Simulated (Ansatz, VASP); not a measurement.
# GaP in VASP and in Ansatz

```xyz
2
Lattice="0.0000 2.7254 2.7254 2.6981 0.0000 2.7254 2.6981 2.7254 0.0000" Properties=species:S:1:pos:R:3 pbc="T T T"
Ga    0.0000    0.0000    0.0000
P     1.3491    1.3627    1.3627
```

Change from the starting cell: uniaxial_x strain -1.0%.

Alike in both runs: task single point; functional r2SCAN; k mesh 8 × 8 × 8; no spin polarisation.

```csv
,VASP,Ansatz
version,VASP 6.6.1,Ansatz 0.2.0
potentials or method,"VASP PAW PBE potentials, release 64 (Ga_d, P)","plane waves, PAW"
plane-wave cutoff (eV),520,500
occupations,"gaussian, width 0.01 eV",fixed
valence electrons in the cell,18,18
```

|  | VASP | Ansatz | Ansatz less VASP |
| --- | --- | --- | --- |
| gap on the k mesh at the Fermi level (eV) | 1.78 | 1.78 | -0.008 |
| pressure (GPa) | 0.9 | 0.9 | +0.05 |
| traceless stress, the component that is largest in VASP (GPa) | 0.53 | 0.54 | +0.014 |

VASP's potentials were made for PBE, not for r2SCAN.
